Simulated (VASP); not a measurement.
# KNd2Sb3: relaxation of cell and atoms with PBE

The system is KNd2Sb3.

```
K Nd Sb
1.0
     4.95333    0.00000    0.00000
    -2.47667    4.28971    0.00000
     0.00000    0.00000   10.39740
K Nd Sb
1 2 3
Direct
  0.66667 0.33333 0.00000
  0.33333 0.66667 0.12209
  0.33333 0.66667 0.87791
  0.00000 0.00000 0.50000
  0.00000 0.00000 0.81945
  0.00000 0.00000 0.18055
```

The cell was generated, and may not be a known phase.

- Program: VASP 6.6.1
- Task: relaxation of cell and atoms
- Functional: PBE
- Potentials or basis: VASP PAW PBE potentials, release 64 (K_sv, Nd_3, Sb), 4f in core
- Cutoff: 500 eV
- k mesh: 4 × 4 × 2
- Occupations: gaussian, width 0.2 eV
- Spin: no spin polarisation
- Dipole correction: no
- Further INCAR settings: ALGO = Normal; EDIFF = 1e-07; IBRION = 2; EDIFFG = -0.08; NSW = 36; ISIF = 3

```json
{
  "Relaxed volume": "37.70 Å³/atom",
  "Relaxed cell": "a = 4.857 Å, b = 4.857 Å, c = 11.073 Å, α = 90.00°, β = 90.00°, γ = 120.00°",
  "Space group after relaxing (to 0.1 Å)": "P-6m2 (No. 187)",
  "Energy gained by relaxing": "1516.3 meV/atom",
  "Ionic steps": "29",
  "Pressure after relaxing": "0.2 GPa",
  "Largest force after relaxing": "0.078 eV/Å",
  "Band gap on the k mesh": "0.91 eV (least direct gap 1.15 eV)"
}
```

Forces in eV/Å, atoms in the order of the input:
```
K    0.000  0.000  0.000
Nd   0.000  0.000  0.078
Nd   0.000  0.000 -0.078
Sb   0.000  0.000  0.000
Sb   0.000  0.000 -0.013
Sb   0.000  0.000  0.013
```

Stress tensor (GPa, compression positive):
```
0.26 0.00 0.00
0.00 0.26 0.00
0.00 0.00 0.10
```

The path:
```
step  energy change (eV)  largest force (eV/Å)  pressure (GPa)  volume (Å³)
   1              0.0000                4.6267            8.64       220.93
   2             -2.3615                2.1849           -1.26       290.28
   3             -2.3939                2.2647           -1.51       296.16
   4             -2.4236                2.2445           -2.01       308.16
   5             -3.2199                1.8612           -1.80       293.20
   6             -4.9917                1.5524           -0.61       251.13
   7             -5.9209                4.1137           14.12       178.86
   8             -6.0600                2.1412            3.15       215.46
   9             -6.4156                2.7318            7.09       196.63
  10             -6.8324                2.5269            6.38       197.04
  11             -7.7707                1.6954            5.02       198.27
  12             -6.2679                5.6867            5.38       200.76
  13             -7.9004                1.3980            4.79       198.69
  14             -7.9130                1.2899            4.72       198.86
  15             -8.2944                0.6722            2.51       205.47
  16             -8.5916                0.1201           -0.41       217.12
  17             -8.6100                0.3053           -1.08       220.56
  18             -8.6107                0.3530           -1.25       221.50
  19             -8.6629                0.3853           -0.87       219.17
  20             -8.7540                0.4663            0.55       212.12
  21             -8.7607                0.4833            1.23       209.24
  22             -8.8146                0.5621            0.98       211.29
  23             -8.9018                0.6394            0.37       217.03
  24             -8.9653                0.5669           -0.09       220.68
  25             -9.0422                0.3501           -1.11       230.88
  26             -9.0817                0.1013           -0.28       227.41
  27             -9.0857                0.1076            0.09       226.03
  28             -9.0923                0.0975            0.12       226.09
  29             -9.0979                0.0782            0.21       226.18
```

Final structure:
```xyz
6
Lattice="4.8566 0.0000 0.0000 -2.4283 4.2060 0.0000 0.0000 0.0000 11.0727" Properties=species:S:1:pos:R:3 pbc="T T T"
K     2.4283    1.4020    0.0000
Nd    0.0000    2.8040    3.6698
Nd    0.0000    2.8040    7.4029
Sb    0.0000    0.0000    5.5363
Sb    0.0000    0.0000    8.7543
Sb    0.0000    0.0000    2.3184
```

Levels at points of the mesh, in eV from the valence-band top:
| k point | band 21 | band 22 | band 23 | band 24 | band 25 | band 26 |
| --- | --- | --- | --- | --- | --- | --- |
| (0.00, 0.00, 0.00) | -0.83 | -0.30 | -0.30 | 1.47 | 2.25 | 2.25 |
| (0.50, 0.00, 0.00) | -0.80 | -0.61 | -0.58 | 0.91 | 1.61 | 2.40 |
| (0.00, 0.00, 0.50) | -0.78 | -0.25 | -0.25 | 1.27 | 1.87 | 2.18 |
| (0.50, 0.00, 0.50) | -0.61 | -0.58 | -0.23 | 1.18 | 1.38 | 1.61 |

It took 22 min on 1 thread of Intel(R) Xeon(R) Platinum 8375C CPU @ 2.90GHz (Ice Lake), with other jobs on the host, peak memory 0.36 GiB.

Caveat: spin-orbit coupling is left out, which moves the levels of the heavy elements; the 4f electrons are frozen in the core, so they carry no moment and show no levels; the relaxation stopped at a loose force limit of 0.08 eV/Å, so its end isn't a converged minimum. A k mesh can miss the band edges.
